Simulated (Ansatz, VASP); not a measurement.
## Sb: VASP beside Ansatz

```
CELL_PARAMETERS angstrom
-1.50500 1.50500 2.48000
1.50500 -1.50500 2.48000
1.50500 1.50500 -2.48000
ATOMIC_POSITIONS crystal
Sb 0.00000 0.00000 0.00000
```

Alike in both runs: task electric field gradients; functional PBEsol; k mesh 19 × 19 × 19; occupations fermi-dirac, width 0.05 eV; no spin polarisation.

|  | VASP | Ansatz |
| --- | --- | --- |
| version | VASP 6.6.1 | Ansatz 0.2.0 |
| potentials or method | VASP PAW PBE potentials, release 64 (Sb), cutoff 520 eV | all-electron PAW with datasets made for the crystal, scalar-relativistic |

|  | VASP | Ansatz | Ansatz less VASP |
| --- | --- | --- | --- |
| pressure (GPa) | 15.3 | 15.1 | -0.20 |
| traceless stress, the component that is largest in VASP (GPa) | -1.45 | -1.33 | +0.120 |
| size of Vzz on the site where it differs most (V/Å²) | 38.7 | 39.2 | +0.49 |

VASP's potentials were made for PBE, not for PBEsol. Ansatz ran all-electron here, and VASP with PAW potentials.

Spin-orbit coupling is off throughout.
